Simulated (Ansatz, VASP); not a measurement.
## Ta2Si: VASP beside Ansatz

```xyz
6
Lattice="-3.0684 3.0684 2.5199 3.0684 -3.0684 2.5199 3.0684 3.0684 -2.5199" Properties=species:S:1:pos:R:3 pbc="T T T"
Si    0.0000    0.0000    1.2599
Si    0.0000    0.0000    3.7798
Ta    2.0677    1.0007    2.5199
Ta   -1.0007    2.0677    2.5199
Ta    1.0007    2.0677    0.0000
Ta    4.0691    1.0007    0.0000
```

Alike in both runs: functional PBEsol; k mesh 10 × 10 × 10; occupations gaussian, width 0.1 eV; no spin polarisation.

Ansatz relaxed the structure, and its values are those at the end. VASP's run is a single point on that final structure, the one shown.

|  | VASP | Ansatz |
| --- | --- | --- |
| version | VASP 6.6.1 | Ansatz 0.2.0 |
| potentials or method | VASP PAW PBE potentials, release 64 (Si, Ta_pv), cutoff 520 eV | scalar-relativistic, plane waves, PAW |
| valence electrons in the cell | 52 | 60 |

```tsv
	VASP	Ansatz	Ansatz less VASP
gap on the k mesh at the Fermi level (eV)	none	none	-
pressure (GPa)	0.3	0.0	-0.28
```

VASP's potentials were made for PBE, not for PBEsol. A gap of «none» marks a metal or a gap that the smearing closes. The functional is the same, so the differences come from potentials, cutoffs and numerics. VASP's potentials hold 52 valence electrons a cell and Ansatz's 60, so a difference there can come from the potentials and not from the codes.

Spin-orbit coupling is off throughout.
